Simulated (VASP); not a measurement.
Set up this calculation in VASP 6.6.1, as the native input.

| Item | Value |
| --- | --- |
| Task | single point |
| Functional | PBE |
| Potentials or basis | VASP PAW PBE potentials, release 64 (Te, Mo_sv) |
| Cutoff | 520 eV |
| k mesh | 3 × 6 × 1 |
| Occupations | fermi-dirac, width 0.05 eV |
| Spin | no spin polarisation |
| Hubbard terms | Mo d U = 4.0 eV |
| Dipole correction | no |
| Further INCAR settings | ALGO = Normal; EDIFF = 1e-07; NBANDS = 35 |

The structure of Te2Mo lies in POSCAR:

```
Te2Mo
1.0
    6.3616090156      0.0000000000      0.0000000000
    0.0000000000      3.4804030600      0.0000000000
   -0.0857412231      0.0000000000     36.1758904685
Te Mo
4 2
Direct
    0.4292511000      0.7500000000      0.5407035800
    0.5707489000      0.2500000000      0.4592964200
    0.9208478700      0.2500000000      0.5565273200
    0.0791521300      0.7500000000      0.4434726800
    0.1813475600      0.2500000000      0.4974653700
    0.8186524400      0.7500000000      0.5025346300
```

The input as run:

INCAR

```
PREC     = Accurate       # precision mode
ENCUT    = 520            # plane-wave cutoff, eV
EDIFF    = 1E-7           # SCF threshold, eV
ISMEAR   = -1             # smearing method
SIGMA    = 0.05           # smearing width, eV
LREAL    = F              # projectors in reciprocal space
LASPH    = T              # aspherical terms in the spheres
NELM     = 150            # most SCF steps
ALGO     = Normal         # electronic algorithm
ISIF     = 2              # what is computed and relaxed
LWAVE    = F              # write WAVECAR
LCHARG   = F              # write CHGCAR
LMAXMIX  = 4              # l up to which the mixer works
LDAU     = T              # DFT+U
LDAUTYPE = 2            
LDAUL    = -1 2           # shell
LDAUU    = 0 4            # U, eV
LDAUJ    = 0 0          
LDAUPRINT= 1            
GGA      = PE             # functional
NBANDS   = 35             # bands
```

KPOINTS

```
regular mesh
0
Gamma
  3 6 1
```

Potentials or basis: VASP PAW PBE potentials, release 64 (Te, Mo_sv).

Command:

```sh
$ cat potpaw_PBE.64/Te/POTCAR potpaw_PBE.64/Mo_sv/POTCAR > POTCAR
$ mpirun -np 1 vasp_std > vasp.out
```

Results of the run:

```
Largest force          : 0.474 eV/Å
Band gap on the k mesh : zero (bands 26 and 27 overlap by 0.01 eV)
```

Caveat: there is no dipole correction, which matters where the two faces differ; spin-orbit coupling is left out, which moves the levels of the heavy elements; U without spin polarisation on a metal has little footing; the U is typed as a test and isn't derived for this compound.

It took 9.5 min on 1 thread of Intel Xeon 8259CL, with other jobs on the host, peak memory 0.81 GiB.
